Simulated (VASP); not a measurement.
# AlGa3N4 (Cm) in VASP: notebook

The runs below take AlGa3N4 through single point, with r2SCAN.

All numbers are computed with VASP 6.6.1; they aren't measurements. Logs are shortened: lines on timing, memory, paths and dates and some standing lists are left out, and cuts for length are marked.

### Step 1. The cell of the first run

Symmetry: Cm, No. 8, monoclinic system. Conventional cell: a = 6.315 Å, b = 6.315 Å, c = 4.465 Å, α = 90.00°, β = 90.00°, γ = 90.00°. Within 2.5 Å of Al (site symmetry m) lie 4 N at 1.89 Å. Within 2.6 Å of Ga (site symmetry 1) lie 4 N at 1.93 to 1.97 Å. Within 2.5 Å of Ga (site symmetry m) lie 4 N at 1.91 to 1.98 Å. Within 2.5 Å of N (site symmetry 1) lie 1 Al at 1.89 Å and 3 Ga at 1.93 to 1.97 Å. N (site symmetry m) has 1 Al at 1.89 Å and 3 Ga at 1.93 to 1.98 Å within 2.5 Å. N (site symmetry m) has 1 Al at 1.89 Å and 3 Ga at 1.91 to 1.97 Å within 2.5 Å.

### Step 2. Single point, r2SCAN (atoms displaced along a vibrational mode)

Input file POSCAR:

```
AlGa3N4
1.0
    4.4653444522      0.0000000000      0.0000000000
    0.0000000000      4.4653444522      0.0000000000
    0.0000000000      0.0000000000      4.4653444522
Al Ga N
1 3 4
Direct
    0.0000000000      0.0000000000      0.0000000000
    0.5158354364      0.5000000000      0.0000000000
    0.4841645636      0.0000000000      0.4841645636
    0.0000000000      0.5000000000      0.5158354364
    0.7600246168      0.7553510553      0.2493225062
    0.7506774938      0.2353018216      0.7506774938
    0.2493225062      0.7553510553      0.7600246168
    0.2399753832      0.2539960678      0.2399753832
```

Input file INCAR.step1:

```
PREC = Accurate ; ENCUT = 520
ISMEAR = 0 ; SIGMA = 0.05
LREAL = False ; LASPH = True
NELM = 80 ; NBANDS = 41
GGA = PE ; ALGO = Normal
EDIFF = 1E-4 ; LWAVE = True
LCHARG = False
```

Input file INCAR.step2:

```
PREC = Accurate ; ENCUT = 520
EDIFF = 1E-6 ; ISMEAR = 0
SIGMA = 0.05 ; LREAL = False
LASPH = True ; NELM = 80
ALGO = Normal ; ISIF = 2
LWAVE = False ; LCHARG = False
METAGGA = R2SCAN ; LMIXTAU = True
NBANDS = 41 ; ISTART = 1
```

Input file KPOINTS:

```
regular mesh
0
Gamma
  6 6 6
```

Potentials or basis: VASP PAW PBE potentials, release 64 (Al, Ga_d, N).

Run with:

```
> cat potpaw_PBE.64/Al/POTCAR potpaw_PBE.64/Ga_d/POTCAR potpaw_PBE.64/N/POTCAR > POTCAR
> cp INCAR.step1 INCAR
> mpirun -np 1 vasp_std > vasp.out
> cp INCAR.step2 INCAR
> mpirun -np 1 vasp_std > vasp.out
```

OUTCAR:

```text
PREC = Accurate
   ENCUT = 520
   EDIFF = 1E-6
   ISMEAR = 0
   LREAL = False
   LASPH = True
   NELM = 80
   ISIF = 2
   METAGGA = R2SCAN
   ISTART = 1

 ion  position               nearest neighbor table
   1  0.000  0.000  0.000-   5 1.89   7 1.89   6 1.89   8 1.89   3 3.06   2 3.11   4 3.11   2 3.11
                             4 3.11
   2  0.516  0.500  0.000-   5 1.93   6 1.93   7 1.97   8 1.97   1 3.11   1 3.11
   3  0.484  0.000  0.484-   8 1.91   7 1.95   5 1.95   6 1.98   1 3.06
   4  0.000  0.500  0.516-   7 1.93   6 1.93   5 1.97   8 1.97   1 3.11   1 3.11
   5  0.760  0.755  0.249-   1 1.89   2 1.93   3 1.95   4 1.97
   6  0.751  0.235  0.751-   1 1.89   4 1.93   2 1.93   3 1.98
   7  0.249  0.755  0.760-   1 1.89   4 1.93   3 1.95   2 1.97
   8  0.240  0.254  0.240-   1 1.89   3 1.91   2 1.97   4 1.97

  LATTYP: Found a simple cubic cell.
 ALAT       =     4.4653444522

  Lattice vectors:

 A1 = (   4.4653444522,   0.0000000000,   0.0000000000)
 A2 = (   0.0000000000,   4.4653444522,   0.0000000000)
 A3 = (   0.0000000000,   0.0000000000,   4.4653444522)

Analysis of symmetry for initial positions (statically):
=====================================================================
 Subroutine PRICEL returns:
 Original cell was already a primitive cell.

 Routine SETGRP: Setting up the symmetry group for a
 simple cubic supercell.

 Subroutine GETGRP returns: Found  2 space group operations
 (whereof  2 operations were pure point group operations)
 out of a pool of 48 trial point group operations.

The static configuration has the point symmetry C_1h.

Analysis of symmetry for dynamics (positions and initial velocities):
=====================================================================
 Subroutine PRICEL returns:
 Original cell was already a primitive cell.

 Routine SETGRP: Setting up the symmetry group for a
 simple cubic supercell.

 Subroutine GETGRP returns: Found  2 space group operations
 (whereof  2 operations were pure point group operations)
 out of a pool of 48 trial point group operations.

The dynamic configuration has the point symmetry C_1h.

 Subroutine INISYM returns: Found  2 space group operations
 (whereof  2 operations are pure point group operations),
 and found     1 'primitive' translations

----------------------------------------------------------------------------------------

                                     Primitive cell

  volume of cell :      89.0358

  direct lattice vectors                    reciprocal lattice vectors
     4.465344452  0.000000000  0.000000000     0.223946889  0.000000000  0.000000000
     0.000000000  4.465344452  0.000000000     0.000000000  0.223946889  0.000000000
     0.000000000  0.000000000  4.465344452     0.000000000  0.000000000  0.223946889

  length of vectors
     4.465344452  4.465344452  4.465344452     0.223946889  0.223946889  0.223946889

  position of ions in fractional coordinates (direct lattice)
     0.000000000  0.000000000  0.000000000
     0.515835436  0.500000000  0.000000000
     0.484164564  0.000000000  0.484164564
     0.000000000  0.500000000  0.515835436
     0.760024617  0.755351055  0.249322506
     0.750677494  0.235301822  0.750677494
     0.249322506  0.755351055  0.760024617
     0.239975383  0.253996068  0.239975383

  ion indices of the primitive-cell ions
   primitive index   ion index
                 1           1
                 2           2
                 3           3
                 4           4
                 5           5
                 6           6
                 7           7
                 8           8

----------------------------------------------------------------------------------------

 KPOINTS: regular mesh

Automatic generation of k-mesh.
 Grid dimensions read from file:
 generate k-points for:    6    6    6

 Generating k-lattice:

  Cartesian coordinates                     Fractional coordinates (reciprocal lattice)
     0.037324482  0.000000000  0.000000000     0.166666667  0.000000000  0.000000000
     0.000000000  0.037324482  0.000000000     0.000000000  0.166666667  0.000000000
     0.000000000  0.000000000  0.037324482     0.000000000  0.000000000  0.166666667

  Length of vectors
     0.037324482  0.037324482  0.037324482

  Shift w.r.t. Gamma in fractional coordinates (k-lattice)
     0.000000000  0.000000000  0.000000000

 Subroutine IBZKPT returns following result:
 ===========================================

 Found     68 irreducible k-points:

 Following reciprocal coordinates:
            Coordinates               Weight
  0.000000  0.000000  0.000000      1.000000
  0.166667  0.000000  0.000000      4.000000
  0.000000  0.166667  0.000000      2.000000
  0.333333  0.000000  0.000000      4.000000
  0.000000  0.333333  0.000000      2.000000
  0.500000  0.000000  0.000000      2.000000
[... 16 lines left out ...]
 -0.333333  0.333333  0.000000      4.000000
 -0.333333  0.000000  0.333333      2.000000
 [... further k-points ...]
   k-points           NKPTS =     68   k-points in BZ     NKDIM =     68   number of bands    NBANDS=     41
   number of dos      NEDOS =    301   number of ions     NIONS =      8
   total plane-waves  NPLWV =  46656
   dimension x,y,z NGX =    36 NGY =   36 NGZ =   36
   dimension x,y,z NGXF=    72 NGYF=   72 NGZF=   72
   ions per type =               1   3   4
   NGX,Y,Z   is equivalent  to a cutoff of  13.40, 13.40, 13.40 a.u.
   NGXF,Y,Z  is equivalent  to a cutoff of  26.81, 26.81, 26.81 a.u.
 SYSTEM =  unknown system
   PREC   = accura    normal or accurate (medium, high low for compatibility)
   ISTART =      1    job   : 0-new  1-cont  2-samecut
   ICHARG =      0    charge: 1-file 2-atom 10-const
   ISPIN  =      1    spin polarized calculation?
   LNONCOLLINEAR =      F non collinear calculations
   LSORBIT =      F    spin-orbit coupling
   LASPH  =      T    aspherical Exc in radial PAW
   ENCUT  =  520.0 eV  38.22 Ry    6.18 a.u.   8.30  8.30  8.30*2*pi/ulx,y,z
   NELM   =     80;   NELMIN=  2; NELMDL=  0     # of ELM steps
   EDIFF  = 0.1E-05   stopping-criterion for ELM
   LREAL  =      F    real-space projection
   EDIFFG = 0.1E-04   stopping-criterion for IOM
   NSW    =      0    number of steps for IOM
   IBRION =     -1    ionic relax: 0-MD 1-quasi-New 2-CG
   NFREE  =      0    steps in history (QN), initial steepest desc. (CG)
   ISIF   =      2    stress and relaxation
   ISYM   =      2    0-nonsym 1-usesym 2-fastsym
   POTIM  = 0.5000    time-step for ionic-motion
   TEBEG  =    0.0;   TEEND  =   0.0 temperature during run
   PSTRESS=    0.0 pullay stress
   NELECT =      62.0000    total number of electrons
   NUPDOWN=      -1.0000    fix difference up-down
   EMIN   =  10.00;   EMAX   =-10.00  energy-range for DOS
   EFERMI =   0.00;   METHOD = LEGACY
   ISMEAR =     0;   SIGMA  =   0.05  broadening in eV -4-tet -1-fermi 0-gaus
   EFERMI_NEDOS =   21; number of points for ismear=-14 and -15
   IALGO  =     38    algorithm
   IMIX   =      4    mixing-type and parameters
     AMIX     =   0.40;   BMIX     =  1.00
     AMIX_MAG =   1.60;   BMIX_MAG =  1.00
  volume/ion in A,a.u.               =      11.13        75.11
  Fermi-wavevector in a.u.,A,eV,Ry     =   1.451055  2.742096 28.647877  2.105560
  Thomas-Fermi vector in A             =   2.568596
   LORBIT       =      0    0 simple, 1 ext, 2 COOP (PROOUT), +10 PAW based schemes
   METAGGA = R2SCAN    functional components
   LHFCALC =     F    Hartree Fock is set to
   AEXX    =    0.0000 exact exchange contribution
   IVDW    =     0    specifies the selected vdW correction
   LEPSILON=     F    determine dielectric tensor
   LRPA    =     F    only Hartree local field effects (RPA)
 non-spin polarized calculation
 Gauss-broadening in eV      SIGMA  =   0.05
  energy-cutoff  :      520.00
  volume of cell :       89.04
 maximum number of plane-waves:      2440
 NGX is ok and might be reduce to    36
   NGX = 17   NGY = 17   NGZ = 17

 number of electron      61.9999970 magnetization

 Free energy of the ion-electron system (eV)
  ---------------------------------------------------
  ext. energy  EPLUGINS =         0.00000000
  ---------------------------------------------------
  free energy    TOTEN  =       -84.75975226 eV

  energy without entropy =      -84.75975226  energy(sigma->0) =      -84.75975226

 E-fermi :   5.4640     XC(G=0): -12.3846

 val. band max:        5.1960848946   @ k =   0.0000   0.0000   0.0000
 cond. band min:       7.9832438773   @ k =   0.0000   0.0000   0.0000
 fundamental gap:      2.7871589827
 Fermi energy:         5.4639664124

 k-point     1 :       0.0000    0.0000    0.0000
  band No.  band energies     occupation
      1     -11.3079      2.00000
      2      -9.9208      2.00000
      3      -9.9120      2.00000
      4      -9.9074      2.00000
      5      -8.3305      2.00000
      6      -8.3277      2.00000
[... 33 lines left out ...]
     40      16.7836      0.00000
     41      16.8383      0.00000

 k-point     2 :       0.1667    0.0000    0.0000
  band No.  band energies     occupation
      1     -11.1961      2.00000
      2      -9.9700      2.00000
      3      -9.9179      2.00000
      4      -9.9106      2.00000
      5      -8.3322      2.00000
      6      -8.3266      2.00000
[... 33 lines left out ...]
     40      16.9656      0.00000
     41      17.0636      0.00000

 k-point     3 :       0.0000    0.1667    0.0000
  band No.  band energies     occupation
      1     -11.1958      2.00000
      2      -9.9618      2.00000
      3      -9.9228      2.00000
      4      -9.9146      2.00000
      5      -8.3345      2.00000
      6      -8.3240      2.00000
[... 875 lines left out ...]
      2     -10.1060      2.00000
      3     -10.0655      2.00000
      4      -9.9671      2.00000
      5      -8.3213      2.00000
      6      -8.3075      2.00000
[... 33 lines left out ...]
     40      15.7020      0.00000
     41      16.1075      0.00000

 k-point    24 :      -0.3333    0.0000    0.3333
  band No.  band energies     occupation
      1     -10.5973      2.00000
      2     -10.1086      2.00000
      3     -10.0638      2.00000
      4      -9.9645      2.00000
      5      -8.3230      2.00000
      6      -8.3061      2.00000
[... 33 lines left out ...]
     40      15.7440      0.00000
     41      16.0449      0.00000

 [... further k-points ...]

------------------------ aborting loop because EDIFF is reached ----------------------------------------

  FORCE on cell =-STRESS in cart. coord.  units (eV):
  Direction    XX          YY          ZZ          XY          YZ          ZX
  --------------------------------------------------------------------------------------
  -------------------------------------------------------------------------------------
  Total        0.3035266      0.4296766      0.3035266      0.0028541      0.0028367      0.0111570
  in kB        5.4618832      7.7319212      5.4618832      0.0513582      0.0510458      0.2007682
  external PRESSURE =       6.2185625 kB  Pullay stress =       0.0000000 kB

 VOLUME and BASIS-vectors are now :
 -----------------------------------------------------------------------------
  energy-cutoff  :      520.00
  volume of cell :       89.04
      direct lattice vectors                 reciprocal lattice vectors
     4.465344452  0.000000000  0.000000000     0.223946889  0.000000000  0.000000000
     0.000000000  4.465344452  0.000000000     0.000000000  0.223946889  0.000000000
     0.000000000  0.000000000  4.465344452     0.000000000  0.000000000  0.223946889

 POSITION                                       TOTAL-FORCE (eV/Angst)
 -----------------------------------------------------------------------------------
      0.00000      0.00000      0.00000        -0.001690      0.006495     -0.001690
      2.30338      2.23267      0.00000        -0.708857     -0.013753     -0.000344
      2.16196      0.00000      2.16196         0.712286     -0.078978      0.712286
      0.00000      2.23267      2.30338        -0.000344     -0.013753     -0.708857
      3.39377      3.37290      1.11331        -0.013934      0.074059     -0.059495
      3.35203      1.05070      3.35203         0.098329      0.048043      0.098329
      1.11331      3.37290      3.39377        -0.059495      0.074059     -0.013934
      1.07157      1.13418      1.07157        -0.026295     -0.096173     -0.026295
 -----------------------------------------------------------------------------------
    total drift:                               -0.000106      0.001130     -0.000107

  FREE ENERGIE OF THE ION-ELECTRON SYSTEM (eV)
  ---------------------------------------------------
  free  energy   TOTEN  =       -84.7597522597 eV

  energy  without entropy=      -84.7597522597  energy(sigma->0) =      -84.75975226
```

It took 10 min on 1 thread of AMD EPYC 9R45 (Zen 5), shared host; peak memory 0.32 GiB.

What came out:

| Property | Result |
| --- | --- |
| Free energy | -84.7598 eV |
| Pressure | 0.6 GPa |
| Largest force | 1.010 eV/Å |
| Band gap on the k mesh | 2.79 eV |

Forces in eV/Å, atoms in the order of the input:
```
Al  -0.002  0.006 -0.002
Ga  -0.709 -0.014  0.000
Ga   0.712 -0.079  0.712
Ga   0.000 -0.014 -0.709
N   -0.014  0.074 -0.059
N    0.098  0.048  0.098
N   -0.059  0.074 -0.014
N   -0.026 -0.096 -0.026
```

Stress tensor (GPa, compression positive):
```
0.55 0.01 0.02
0.01 0.77 0.01
0.02 0.01 0.55
```

Caveat: the cell differs from its parent crystal (atoms displaced along a vibrational mode); the PAW data sets were made with another functional, which shifts forces and pressure a little.

### Step 3. Single point, r2SCAN (atoms displaced along a vibrational mode)

Input file POSCAR:

```
AlGa3N4
1.0
    4.4653444522      0.0000000000      0.0000000000
    0.0000000000      4.4653444522      0.0000000000
    0.0000000000      0.0000000000      4.4653444522
Al Ga N
1 3 4
Direct
    0.0000000000      0.0000000000      0.0000000000
    0.4920822818      0.5000000000      0.0000000000
    0.5079177182      0.0000000000      0.5079177182
    0.0000000000      0.5000000000      0.4920822818
    0.7530142745      0.7553510553      0.2423121639
    0.7576878361      0.2493225062      0.7576878361
    0.2423121639      0.7553510553      0.7530142745
    0.2469857255      0.2399753832      0.2469857255
```

Input file INCAR.step1:

```
ALGO = Normal
EDIFF = 1E-4
ENCUT = 520
GGA = PE
ISMEAR = 0
LASPH = T
LCHARG = F
LREAL = F
LWAVE = T
NBANDS = 41
NELM = 100
PREC = Accurate
SIGMA = 0.05
```

Input file INCAR.step2:

```
ALGO = Normal
EDIFF = 1E-7
ENCUT = 520
ISIF = 2
ISMEAR = 0
ISTART = 1
LASPH = T
LCHARG = F
LMIXTAU = T
LREAL = F
LWAVE = F
METAGGA = R2SCAN
NBANDS = 41
NELM = 100
PREC = Accurate
SIGMA = 0.05
```

Input file KPOINTS:

```
k-points
0
Gamma
  6 6 6
```

Potentials or basis: VASP PAW PBE potentials, release 64 (Al, Ga_d, N).

Run with:

```
> cat potpaw_PBE.64/Al/POTCAR potpaw_PBE.64/Ga_d/POTCAR potpaw_PBE.64/N/POTCAR > POTCAR
> cp INCAR.step1 INCAR
> mpirun -np 1 vasp_std > vasp.out
> cp INCAR.step2 INCAR
> mpirun -np 1 vasp_std > vasp.out
```

OUTCAR:

```text
EDIFF = 1E-7
   ENCUT = 520
   ISIF = 2
   ISMEAR = 0
   ISTART = 1
   LASPH = T
   LREAL = F
   METAGGA = R2SCAN
   NELM = 100
   PREC = Accurate

 ion  position               nearest neighbor table
   1  0.000  0.000  0.000-   7 1.89   5 1.89   6 1.89   8 1.89   3 3.11   2 3.13   4 3.13   2 3.13
                             4 3.13
   2  0.492  0.500  0.000-   7 1.94   8 1.94   5 1.96   6 1.96   1 3.13   1 3.13
   3  0.508  0.000  0.508-   6 1.93   5 1.95   7 1.95   8 1.97   1 3.11
   4  0.000  0.500  0.492-   5 1.94   8 1.94   7 1.96   6 1.96   1 3.13   1 3.13
   5  0.753  0.755  0.242-   1 1.89   4 1.94   3 1.95   2 1.96
   6  0.758  0.249  0.758-   1 1.89   3 1.93   2 1.96   4 1.96
   7  0.242  0.755  0.753-   1 1.89   2 1.94   3 1.95   4 1.96
[... 1270 lines left out ...]
  in kB        7.1809701      6.8062830      7.1809701      0.0234299      0.0234349      0.0621653
  external PRESSURE =       7.0560744 kB  Pullay stress =       0.0000000 kB

 VOLUME and BASIS-vectors are now :
 -----------------------------------------------------------------------------
  energy-cutoff  :      520.00
  volume of cell :       89.04
      direct lattice vectors                 reciprocal lattice vectors
     4.465344452  0.000000000  0.000000000     0.223946889  0.000000000  0.000000000
     0.000000000  4.465344452  0.000000000     0.000000000  0.223946889  0.000000000
     0.000000000  0.000000000  4.465344452     0.000000000  0.000000000  0.223946889

 POSITION                                       TOTAL-FORCE (eV/Angst)
 -----------------------------------------------------------------------------------
      0.00000      0.00000      0.00000         0.000065      0.001920      0.000065
      2.19732      2.23267      0.00000         0.349514     -0.003250      0.000079
      2.26803      0.00000      2.26803        -0.349397     -0.021475     -0.349397
      0.00000      2.23267      2.19732         0.000079     -0.003250      0.349514
      3.36247      3.37290      1.08201         0.057997      0.053958     -0.023406
      3.38334      1.11331      3.38334         0.033130     -0.075611      0.033130
      1.08201      3.37290      3.36247        -0.023406      0.053958      0.057997
      1.10288      1.07157      1.10288        -0.067983     -0.006251     -0.067983
 -----------------------------------------------------------------------------------
    total drift:                                0.001125     -0.002142      0.001125

  FREE ENERGIE OF THE ION-ELECTRON SYSTEM (eV)
  ---------------------------------------------------
  free  energy   TOTEN  =       -84.8384340269 eV

  energy  without entropy=      -84.8384340269  energy(sigma->0) =      -84.83843403
```

OUTCAR.step1:

```text
EDIFF = 1E-4
   ENCUT = 520
   GGA = PE
   ISMEAR = 0
[... 1302 lines left out ...]
      3.36247      3.37290      1.08201         0.059119      0.063806     -0.042254
      3.38334      1.11331      3.38334         0.051999     -0.068177      0.051999
      1.08201      3.37290      3.36247        -0.042254      0.063806      0.059119
      1.10288      1.07157      1.10288        -0.068619     -0.034793     -0.068619
 -----------------------------------------------------------------------------------
    total drift:                                0.000084     -0.000086      0.000083

  FREE ENERGIE OF THE ION-ELECTRON SYSTEM (eV)
  ---------------------------------------------------
  free  energy   TOTEN  =       -51.2167556209 eV

  energy  without entropy=      -51.2167556209  energy(sigma->0) =      -51.21675562
```

It took 10 min on 1 thread of AMD EPYC 9R45 (Zen 5), shared host; peak memory 0.32 GiB.

Results:

```yaml
Free_energy: -84.8384 eV
Pressure: 0.7 GPa
Largest_force: 0.495 eV/Å
Band_gap_on_the_k_mesh: 2.81 eV
```

Forces on the atoms (eV/Å):
```
Al   0.000  0.002  0.000
Ga   0.350 -0.003  0.000
Ga  -0.349 -0.021 -0.349
Ga   0.000 -0.003  0.350
N    0.058  0.054 -0.023
N    0.033 -0.076  0.033
N   -0.023  0.054  0.058
N   -0.068 -0.006 -0.068
```

Caveat: the cell differs from its parent crystal (atoms displaced along a vibrational mode); the PAW data sets were made with another functional, which shifts forces and pressure a little.
